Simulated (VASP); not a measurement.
Here is a VASP 6.6.1 calculation.

INCAR

```
SYSTEM = Bi
  ALGO = Normal
  EDIFF = 1E-7
  ENCUT = 520
  ISIF = 2
  ISMEAR = 1
  LASPH = .True.
  LCHARG = .False.
  LREAL = .False.
  LWAVE = .False.
  NBANDS = 14
  NELM = 100
  PREC = Accurate
  SIGMA = 0.1
```

Contents of KPOINTS:

```
k-points
0
Gamma
  6 6 6
  0 0 0
```

File POSCAR:

```
Bi
1.0
   -4.2541217558      4.2541217558      1.4488101453
    4.2541217558     -4.2541217558      1.4488101453
    4.2541217558      4.2541217558     -1.4488101453
Bi
1
Direct
    0.0000000000      0.0000000000      0.0000000000
```

Potentials or basis: VASP PAW LDA potentials, release 64 (Bi_d).

Run with:

```console
$ cat potpaw_LDA.64/Bi_d/POTCAR > POTCAR
$ mpirun -np 1 vasp_std > vasp.out
```

(1) Predict the pressure.

(2) Estimate the band gap on the k mesh.

## Answers

(1) 0.1 GPa.

(2) zero (an odd number of electrons rules out a gap without spin polarisation).

Caveat: the k points lie up to 0.38 Å⁻¹ apart, too coarse for converged energies and pressures of a metal; spin-orbit coupling is left out, which moves the levels of the heavy elements.
